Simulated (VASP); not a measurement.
# BaO: single point with PBE

Crystal: BaO.

```
Ba O
1.0
     0.00000    2.87533    2.87533
     2.87533    0.00000    2.87533
     2.87533    2.87533    0.00000
Ba O
1 1
Cartesian
  0.0000 0.0000 0.0000
  2.8753 2.8753 2.8753
```

```
Program                : VASP 6.6.1
Task                   : single point
Functional             : PBE
Potentials or basis    : VASP PAW PBE potentials, release 64 (Ba_sv, O)
Cutoff                 : 600 eV
k mesh                 : 6 × 6 × 6
Occupations            : gaussian, width 0.1 eV
Spin                   : no spin polarisation
Dipole correction      : no
Further INCAR settings : ALGO = Normal; EDIFF = 1e-06; NBANDS = 15
```

```json
{"Pressure": "-4.2 GPa", "Band gap on the k mesh": "2.29 eV, direct"}
```

Levels at points of the mesh, in eV from the valence-band top:
```csv
k point,band 5,band 6,band 7,band 8,band 9,band 10,band 11,band 12
"(0.00, 0.00, 0.00)",-10.67,-0.08,-0.08,-0.08,3.09,4.70,4.70,4.70
"(0.50, 0.00, 0.00)",-10.77,-1.59,-1.02,-1.02,4.78,6.81,6.81,7.55
"(0.50, 0.50, 0.00)",-11.08,-0.01,-0.01,0.00,2.29,5.54,8.37,8.70
```

It took 9.6 s on 1 thread of Intel(R) Xeon(R) Platinum 8259CL CPU @ 2.50GHz (Skylake/Cascade Lake), on a shared host, peak memory 0.18 GiB.

Caveat: spin-orbit coupling is left out, which moves the levels of the heavy elements. A k mesh can miss the band edges.
